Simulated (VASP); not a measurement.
# AlN (Cm) in VASP: further runs

Runs on AlN. Level: PBEsol. Tasks: single point.

All numbers are computed with VASP 6.6.1; they aren't measurements. Logs are shortened: lines on timing, memory, paths and dates and some standing lists are left out, and cuts for length are marked.

### 1 The cell of the first run

The structure is monoclinic, space group Cm (No. 8). Conventional cell: a = 11.332 Å, b = 3.114 Å, c = 5.393 Å, α = 90.00°, β = 118.42°, γ = 90.00°. Within 2.2 Å of Al (site symmetry m) lie 4 N at 1.62 to 1.79 Å. Within 2.7 Å of Al (site symmetry m) lie 4 N at 2.01 to 2.17 Å. Al (site symmetry m) has 4 N at 1.85 to 1.94 Å within 2.5 Å. Within 2.5 Å of Al (site symmetry m) lie 4 N at 1.85 to 1.94 Å. N (site symmetry m) has 4 Al at 1.76 to 1.94 Å within 2.3 Å. Within 2.5 Å of N (site symmetry m) lie 4 Al at 1.85 to 2.04 Å. N (site symmetry m) has 4 Al at 1.62 to 2.01 Å within 2.2 Å. N (site symmetry m) has 4 Al at 1.79 to 2.17 Å within 2.4 Å.

### 2 Single point, PBEsol (atoms displaced along a vibrational mode)

The input, INCAR:

```
SYSTEM = AlN
PREC     = Accurate       ! precision mode
ENCUT    = 600            ! plane-wave cutoff, eV
EDIFF    = 1E-6           ! SCF threshold, eV
ISMEAR   = 0              ! smearing method
SIGMA    = 0.05           ! smearing width, eV
LREAL    = .False.        ! projectors in reciprocal space
LASPH    = .True.         ! aspherical terms in the spheres
NELM     = 120            ! most SCF steps
ALGO     = Normal         ! electronic algorithm
ISIF     = 2              ! what is computed and relaxed
LWAVE    = .False.        ! write WAVECAR
LCHARG   = .False.        ! write CHGCAR
GGA      = PS             ! functional
NBANDS   = 26             ! bands
GGA_COMPAT= .False.
```

The input, KPOINTS:

```
regular mesh
0
Gamma
  8 8 8
  0 0 0
```

The input, POSCAR:

```
AlN
1.0
   -3.1136926464      0.0000000000      0.0000000000
    0.0000000000      5.3930738627      0.0000000000
    1.5568463232     -2.6965369313     -4.9834165464
Al N
4 4
Direct
    0.9988976314      0.3373835341      0.9977952629
    0.4995942925      0.8277750565      0.9991885849
    0.2478582803      0.9141073352      0.4957165606
    0.7506336436      0.4177179220      0.5012672872
    0.8219448672      0.1540148482      0.6438897344
    0.2945632089      0.6291598946      0.5891264178
    0.0582540380      0.6762471640      0.1165080761
    0.5582540381      0.2735942454      0.1165080761
```

Potentials or basis: VASP PAW PBE potentials, release 64 (Al, N).

The run is started by

```bash
$ cat potpaw_PBE.64/Al/POTCAR potpaw_PBE.64/N/POTCAR > POTCAR
$ mpirun -np 1 vasp_std > vasp.out
```

OUTCAR:

```text
SYSTEM = AlN
   PREC = Accurate
   ENCUT = 600
   EDIFF = 1E-6
   ISMEAR = 0
   LREAL = .False.
   LASPH = .True.
   NELM = 120
   ISIF = 2
   GGA = PS

 ion  position               nearest neighbor table
   1  0.999  0.337  0.998-   7 1.62   5 1.76   8 1.79   8 1.79   4 3.04   3 3.05   2 3.07   2 3.07
                             3 3.09   3 3.09   4 3.09   4 3.09   2 3.16   2 3.16
   2  0.500  0.828  0.999-   7 2.01   7 2.01   6 2.04   8 2.17   3 3.05   3 3.05   4 3.06   4 3.06
                             1 3.07   1 3.07   4 3.10   3 3.10   1 3.16   1 3.16
   3  0.248  0.914  0.496-   6 1.85   7 1.91   5 1.94   5 1.94   1 3.05   2 3.05   2 3.05   1 3.09
                             1 3.09   2 3.10   4 3.11   4 3.11   4 3.12   4 3.12
   4  0.751  0.418  0.501-   6 1.85   6 1.85   8 1.93   5 1.94   1 3.04   2 3.06   2 3.06   1 3.09
                             1 3.09   2 3.10   3 3.11   3 3.11   3 3.12   3 3.12
   5  0.822  0.154  0.644-   1 1.76   3 1.94   3 1.94   4 1.94
   6  0.295  0.629  0.589-   3 1.85   4 1.85   4 1.85   2 2.04
   7  0.058  0.676  0.117-   1 1.62   3 1.91   2 2.01   2 2.01
   8  0.558  0.274  0.117-   1 1.79   1 1.79   4 1.93   2 2.17

  LATTYP: Found a body centered orthorhombic cell.
 ALAT       =     3.1136926464
 B/A-ratio  =     1.7320508076
 C/A-ratio  =     3.2009688253

  Lattice vectors:

 A1 = (  -1.5568463232,   2.6965369313,   4.9834165464)
 A2 = (   1.5568463232,  -2.6965369314,   4.9834165464)
 A3 = (   1.5568463232,   2.6965369314,  -4.9834165464)

Analysis of symmetry for initial positions (statically):
=====================================================================
 Subroutine PRICEL returns:
 Original cell was already a primitive cell.

 Routine SETGRP: Setting up the symmetry group for a
 body centered orthorhombic supercell.

 Subroutine GETGRP returns: Found  2 space group operations
 (whereof  2 operations were pure point group operations)
 out of a pool of  8 trial point group operations.

The static configuration has the point symmetry C_1h.

Analysis of symmetry for dynamics (positions and initial velocities):
=====================================================================
 Subroutine PRICEL returns:
 Original cell was already a primitive cell.

 Routine SETGRP: Setting up the symmetry group for a
 body centered orthorhombic supercell.

 Subroutine GETGRP returns: Found  2 space group operations
 (whereof  2 operations were pure point group operations)
 out of a pool of  8 trial point group operations.

The dynamic configuration has the point symmetry C_1h.

 Subroutine INISYM returns: Found  2 space group operations
 (whereof  2 operations are pure point group operations),
[... 117 lines left out ...]
   TEBEG  =    0.0;   TEEND  =   0.0 temperature during run
   PSTRESS=    0.0 pullay stress
   NELECT =      32.0000    total number of electrons
   NUPDOWN=      -1.0000    fix difference up-down
   EMIN   =  10.00;   EMAX   =-10.00  energy-range for DOS
   EFERMI =   0.00;   METHOD = LEGACY
   ISMEAR =     0;   SIGMA  =   0.05  broadening in eV -4-tet -1-fermi 0-gaus
   EFERMI_NEDOS =   21; number of points for ismear=-14 and -15
   IALGO  =     38    algorithm
   IMIX   =      4    mixing-type and parameters
     AMIX     =   0.40;   BMIX     =  1.00
     AMIX_MAG =   1.60;   BMIX_MAG =  1.00
  volume/ion in A,a.u.               =      10.46        70.59
  Fermi-wavevector in a.u.,A,eV,Ry     =   1.188261  2.245487 19.210929  1.411963
  Thomas-Fermi vector in A             =   2.324394
   LORBIT       =      0    0 simple, 1 ext, 2 COOP (PROOUT), +10 PAW based schemes
   GGA     = PS    functional components
   LHFCALC =     F    Hartree Fock is set to
   AEXX    =    0.0000 exact exchange contribution
   IVDW    =     0    specifies the selected vdW correction
   LEPSILON=     F    determine dielectric tensor
   LRPA    =     F    only Hartree local field effects (RPA)
 non-spin polarized calculation
 Gauss-broadening in eV      SIGMA  =   0.05
  energy-cutoff  :      600.00
  volume of cell :       83.68
 maximum number of plane-waves:      2820
 NGX is ok and might be reduce to    28
   NGX = 13   NGY = 21   NGZ = 23

 number of electron      32.0000001 magnetization

 Free energy of the ion-electron system (eV)
  ---------------------------------------------------
  ext. energy  EPLUGINS =         0.00000000
  ---------------------------------------------------
  free energy    TOTEN  =       -60.12863719 eV

  energy without entropy =      -60.12863719  energy(sigma->0) =      -60.12863719

 E-fermi :   6.4352     XC(G=0): -11.1023

 val. band max:        6.1589905558   @ k =   0.0000   0.0000   0.0000
 cond. band min:       9.6517200071   @ k =   0.0000   0.0000   0.0000
 fundamental gap:      3.4927294513
 Fermi energy:         6.4351801047

 k-point     1 :       0.0000    0.0000    0.0000
  band No.  band energies     occupation
      1      -9.1927      2.00000
      2      -7.0490      2.00000
      3      -6.7691      2.00000
      4      -6.4144      2.00000
      5      -0.0723      2.00000
      6       0.3670      2.00000
[... 685 lines left out ...]
     25      16.8573      0.00000
     26      17.0313      0.00000

 [... further k-points ...]

------------------------ aborting loop because EDIFF is reached ----------------------------------------

  FORCE on cell =-STRESS in cart. coord.  units (eV):
  Direction    XX          YY          ZZ          XY          YZ          ZX
  --------------------------------------------------------------------------------------
  -------------------------------------------------------------------------------------
  Total        3.0120292      6.4492703      3.3566231      0.0000000     -2.8966682      0.0000000
  in kB       57.6674127    123.4758047     64.2649037      0.0000000    -55.4587455      0.0000000
  external PRESSURE =      81.8027070 kB  Pullay stress =       0.0000000 kB

 VOLUME and BASIS-vectors are now :
 -----------------------------------------------------------------------------
  energy-cutoff  :      600.00
  volume of cell :       83.68
      direct lattice vectors                 reciprocal lattice vectors
    -3.113692646  0.000000000  0.000000000    -0.321162078  0.000000000 -0.100332773
     0.000000000  5.393073863  0.000000000     0.000000000  0.185423012 -0.100332773
     1.556846323 -2.696536931 -4.983416546     0.000000000  0.000000000 -0.200665546

 POSITION                                       TOTAL-FORCE (eV/Angst)
 -----------------------------------------------------------------------------------
     -1.55685     -0.87106     -4.97243         0.000000     -4.822451      0.853276
     -0.00000      1.76990     -4.97937         0.000000      0.009823      0.431086
      0.00000      3.59313     -2.47036        -0.000000      0.164538     -0.585769
     -1.55685      0.90110     -2.49802         0.000000     -0.104326      0.720484
     -1.55685     -0.90566     -3.20877         0.000000      0.033503      4.413154
      0.00000      1.80450     -2.93586         0.000000     -0.310257     -3.000891
      0.00000      3.33288     -0.58061         0.000000     10.305626     -1.915741
     -1.55685      1.16135     -0.58061         0.000000     -5.276457     -0.915598
 -----------------------------------------------------------------------------------
    total drift:                               -0.000002      0.000590      0.000492

  FREE ENERGIE OF THE ION-ELECTRON SYSTEM (eV)
  ---------------------------------------------------
  free  energy   TOTEN  =       -60.1286371887 eV

  energy  without entropy=      -60.1286371887  energy(sigma->0) =      -60.12863719
```

OSZICAR:

```text
N       E                     dE             d eps       ncg     rms          rms(c)
DAV:   1     0.121854815577E+03    0.12185E+03   -0.16095E+04  7800   0.125E+03
DAV:   2    -0.593054527794E+02   -0.18116E+03   -0.16870E+03 10438   0.249E+02
DAV:   3    -0.701837427822E+02   -0.10878E+02   -0.10807E+02 10570   0.632E+01
DAV:   4    -0.702850608314E+02   -0.10132E+00   -0.10124E+00  9336   0.684E+00
DAV:   5    -0.702864078719E+02   -0.13470E-02   -0.13467E-02 10200   0.778E-01    0.174E+01
DAV:   6    -0.602229287391E+02    0.10063E+02   -0.29299E+01  9636   0.310E+01    0.652E+00
DAV:   7    -0.602133979829E+02    0.95308E-02   -0.15066E+00  8908   0.694E+00    0.414E+00
DAV:   8    -0.601348793153E+02    0.78519E-01   -0.13056E-01 10094   0.248E+00    0.805E-01
DAV:   9    -0.601283441440E+02    0.65352E-02   -0.13327E-02 10230   0.769E-01    0.358E-01
DAV:  10    -0.601285455865E+02   -0.20144E-03   -0.33302E-03  8750   0.337E-01    0.171E-01
DAV:  11    -0.601286327020E+02   -0.87115E-04   -0.20275E-04 10278   0.113E-01    0.497E-02
DAV:  12    -0.601286366911E+02   -0.39892E-05   -0.50898E-05  9308   0.566E-02    0.112E-02
DAV:  13    -0.601286371887E+02   -0.49755E-06   -0.98177E-06  9724   0.210E-02
   1 F= -.60128637E+02 E0= -.60128637E+02  d E =-.313725E-17
```

It took 4.1 min on 1 thread of Intel Xeon Platinum 8488C (Sapphire Rapids), shared host; peak memory 0.44 GiB.

What came out:

```yaml
Free_energy: -60.1286 eV
Pressure: 8.2 GPa
Largest_force: 10.482 eV/Å
Band_gap_on_the_k_mesh: 3.49 eV
```

Forces on the atoms (eV/Å):
```
Al   0.000 -4.822  0.853
Al   0.000  0.010  0.431
Al   0.000  0.165 -0.586
Al   0.000 -0.104  0.720
N    0.000  0.034  4.413
N    0.000 -0.310 -3.001
N    0.000 10.306 -1.916
N    0.000 -5.276 -0.916
```

Stress tensor (GPa, compression positive):
```
 5.77  0.00  0.00
 0.00 12.35 -5.55
 0.00 -5.55  6.43
```

Caveat: the cell differs from its parent crystal (atoms displaced along a vibrational mode); the cell stands under pressure; the PAW data sets were made with another functional, which shifts forces and pressure a little.

### 3 Single point, PBEsol (atoms displaced along a vibrational mode)

The input, INCAR:

```
PREC = Accurate
ENCUT = 600
EDIFF = 1E-6
ISMEAR = 0
SIGMA = 0.05
LREAL = False
LASPH = True
NELM = 120
ALGO = Normal
ISIF = 2
LWAVE = False
LCHARG = False
GGA = PS
NBANDS = 26
GGA_COMPAT = False
```

The input, KPOINTS:

```
regular mesh
0
Gamma
  8 8 8
```

The input, POSCAR:

```
AlN
1.0
   -3.1136926464      0.0000000000      0.0000000000
    0.0000000000      5.3930738627      0.0000000000
    1.5568463232     -2.6965369313     -4.9834165464
Al N
4 4
Direct
    0.9989971544      0.3360108944      0.9979943089
    0.4994947695      0.8291476962      0.9989895389
    0.2482547608      0.9146231333      0.4965095215
    0.7502371631      0.4172021239      0.5004743263
    0.8180332017      0.1504641406      0.6360664034
    0.2984748744      0.6327106022      0.5969497488
    0.0582540380      0.6901538899      0.1165080761
    0.5582540381      0.2596875195      0.1165080761
```

Potentials or basis: VASP PAW PBE potentials, release 64 (Al, N).

The run is started by

```bash
$ cat potpaw_PBE.64/Al/POTCAR potpaw_PBE.64/N/POTCAR > POTCAR
$ mpirun -np 1 vasp_std > vasp.out
```

OUTCAR:

```text
PREC = Accurate
   ENCUT = 600
   EDIFF = 1E-6
   ISMEAR = 0
   LREAL = False
   LASPH = True
   NELM = 120
   ISIF = 2
   GGA = PS

 ion  position               nearest neighbor table
   1  0.999  0.336  0.998-   7 1.70   5 1.80   8 1.82   8 1.82   4 3.05   3 3.05   2 3.08   2 3.08
                             3 3.08   3 3.08   4 3.09   4 3.09   2 3.15   2 3.15
   2  0.499  0.829  0.999-   7 1.98   7 1.98   6 2.00   8 2.09   3 3.06   3 3.06   4 3.06   4 3.06
[... 919 lines left out ...]
  Total        1.5254956      3.1656964      1.6176508      0.0000000     -1.4030700      0.0000000
  in kB       29.2066841     60.6094774     30.9710585      0.0000000    -26.8627588      0.0000000
  external PRESSURE =      40.2624067 kB  Pullay stress =       0.0000000 kB

 VOLUME and BASIS-vectors are now :
 -----------------------------------------------------------------------------
  energy-cutoff  :      600.00
  volume of cell :       83.68
      direct lattice vectors                 reciprocal lattice vectors
    -3.113692646  0.000000000  0.000000000    -0.321162078  0.000000000 -0.100332773
     0.000000000  5.393073863  0.000000000     0.000000000  0.185423012 -0.100332773
     1.556846323 -2.696536931 -4.983416546     0.000000000  0.000000000 -0.200665546

 POSITION                                       TOTAL-FORCE (eV/Angst)
 -----------------------------------------------------------------------------------
     -1.55685     -0.87900     -4.97342         0.000000     -2.540614      0.305101
     -0.00000      1.77784     -4.97838         0.000000      0.199989      0.286573
     -0.00000      3.59377     -2.47431        -0.000000      0.105644     -0.447199
     -1.55685      0.90045     -2.49407         0.000000     -0.074163      0.517664
     -1.55685     -0.90371     -3.16978         0.000000      0.058209      2.979170
      0.00000      1.80256     -2.97485         0.000000     -0.196743     -2.263164
      0.00000      3.40788     -0.58061        -0.000000      6.502652     -0.867350
     -1.55685      1.08635     -0.58061         0.000000     -4.054975     -0.510795
 -----------------------------------------------------------------------------------
    total drift:                               -0.000008     -0.000082      0.000754

  FREE ENERGIE OF THE ION-ELECTRON SYSTEM (eV)
  ---------------------------------------------------
  free  energy   TOTEN  =       -61.3851930362 eV

  energy  without entropy=      -61.3851930361  energy(sigma->0) =      -61.38519304
```

OSZICAR:

```text
N       E                     dE             d eps       ncg     rms          rms(c)
DAV:   1     0.119990177648E+03    0.11999E+03   -0.16089E+04  7800   0.125E+03
DAV:   2    -0.601319735869E+02   -0.18012E+03   -0.16807E+03 10372   0.249E+02
DAV:   3    -0.708199989862E+02   -0.10688E+02   -0.10621E+02 10590   0.626E+01
DAV:   4    -0.709197496503E+02   -0.99751E-01   -0.99677E-01  9416   0.678E+00
DAV:   5    -0.709210769541E+02   -0.13273E-02   -0.13270E-02 10360   0.771E-01    0.170E+01
DAV:   6    -0.614781400762E+02    0.94429E+01   -0.28033E+01  9892   0.299E+01    0.623E+00
DAV:   7    -0.614646379706E+02    0.13502E-01   -0.14566E+00  9076   0.661E+00    0.408E+00
DAV:   8    -0.613915436501E+02    0.73094E-01   -0.13727E-01 10036   0.261E+00    0.617E-01
DAV:   9    -0.613848303326E+02    0.67133E-02   -0.18711E-02 10424   0.764E-01    0.353E-01
DAV:  10    -0.613851811677E+02   -0.35084E-03   -0.31380E-03  8930   0.311E-01    0.126E-01
DAV:  11    -0.613851903248E+02   -0.91571E-05   -0.27592E-04  9792   0.121E-01    0.319E-02
DAV:  12    -0.613851930218E+02   -0.26970E-05   -0.21378E-05  9986   0.366E-02    0.931E-03
DAV:  13    -0.613851930362E+02   -0.14319E-07   -0.54411E-06  9216   0.158E-02
   1 F= -.61385193E+02 E0= -.61385193E+02  d E =-.122313E-10
```

Run time: 3.8 min. Hardware: 1 thread of Intel Xeon Platinum 8488C (Sapphire Rapids), shared host; peak memory 0.44 GiB.

Results:

```yaml
Free_energy: -61.3852 eV
Pressure: 4.0 GPa
Largest_force: 6.560 eV/Å
Band_gap_on_the_k_mesh: 3.79 eV
```

Forces in eV/Å, atoms in the order of the input:
```
Al   0.000 -2.541  0.305
Al   0.000  0.200  0.287
Al   0.000  0.106 -0.447
Al   0.000 -0.074  0.518
N    0.000  0.058  2.979
N    0.000 -0.197 -2.263
N    0.000  6.503 -0.867
N    0.000 -4.055 -0.511
```

Levels at points of the mesh, in eV from the valence-band top:
| k point | band 13 | band 14 | band 15 | band 16 | band 17 | band 18 | band 19 | band 20 |
| --- | --- | --- | --- | --- | --- | --- | --- | --- |
| (0.00, 0.00, 0.00) | -0.83 | -0.34 | -0.21 | 0.00 | 3.79 | 4.93 | 5.18 | 6.16 |
| (0.50, 0.00, 0.00) | -2.13 | -1.87 | -1.05 | -0.70 | 5.59 | 5.85 | 6.22 | 7.35 |
| (0.00, 0.50, 0.00) | -0.89 | -0.68 | -0.58 | -0.43 | 5.39 | 5.86 | 6.46 | 7.48 |
| (0.00, 0.50, 0.50) | -1.01 | -0.76 | -0.52 | -0.33 | 5.41 | 5.91 | 6.39 | 7.32 |
| (0.50, 0.50, 0.00) | -1.37 | -1.35 | -1.30 | -0.61 | 4.56 | 4.97 | 5.40 | 5.63 |
| (0.00, 0.00, 0.50) | -0.61 | -0.59 | -0.50 | -0.50 | 5.14 | 5.56 | 5.68 | 6.46 |

Caveat: the cell differs from its parent crystal (atoms displaced along a vibrational mode); the cell stands under pressure; the PAW data sets were made with another functional, which shifts forces and pressure a little.
